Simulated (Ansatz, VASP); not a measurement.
BN: VASP beside Ansatz

```xyz
2
Lattice="0.0000 1.6687 1.6687 1.6687 0.0000 1.6687 1.6687 1.6687 0.0000" Properties=species:S:1:pos:R:3 pbc="T T T"
B     0.0000    0.0000    0.0000
N     1.6687    1.6687    1.6687
```

Change from the starting cell: volume scaled by 0.88, LAPW.

Alike in both runs: task single point; functional PBEsol; k mesh 15 × 15 × 15; occupations fermi-dirac, width 0.1 eV; no spin polarisation.

```csv
,VASP,Ansatz
version,VASP 6.6.1,Ansatz 0.2.0
potentials or method,"VASP PAW PBE potentials, release 64 (B, N), cutoff 600 eV","all-electron LAPW, scalar-relativistic"
```

|  | VASP | Ansatz | Ansatz less VASP |
| --- | --- | --- | --- |
| pressure (GPa) | 65.7 | 65.4 | -0.30 |

VASP's potentials were made for PBE, not for PBEsol. Both programs put the cell under a high pressure, so it lies far from rest at this level. Ansatz ran all-electron here, and VASP with PAW potentials.

Noted on VASP's run: the cell as given lies far from equilibrium.
